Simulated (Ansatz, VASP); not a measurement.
## One calculation of MoS, two programs

```
CELL_PARAMETERS angstrom
3.12041 0.00000 0.00000
-1.56020 2.70235 0.00000
0.00000 0.00000 21.08603
ATOMIC_POSITIONS crystal
Mo 0.66667 0.33333 0.35569
Mo 0.33333 0.66667 0.64431
S 0.33333 0.66667 0.43162
S 0.66667 0.33333 0.56838
```

Alike in both runs: task single point; functional PBEsol; k mesh 12 × 12 × 1; occupations gaussian, width 0.01 eV; no spin polarisation.

```csv
,VASP,Ansatz
version,VASP 6.6.1,Ansatz 0.2.0
potentials or method,"VASP PAW PBE potentials, release 64 (Mo_sv, S), cutoff 520 eV","scalar-relativistic, plane waves, PAW"
valence electrons in the cell,40,40
```

|  | VASP | Ansatz | Ansatz less VASP |
| --- | --- | --- | --- |
| gap on the k mesh at the Fermi level (eV) | none | none | - |
| rms of the force components (eV/Å) | 1.002 | 1.005 | +0.0029 |

VASP's potentials were made for PBE, not for PBEsol. A gap of «none» marks a metal or a gap that the smearing closes.
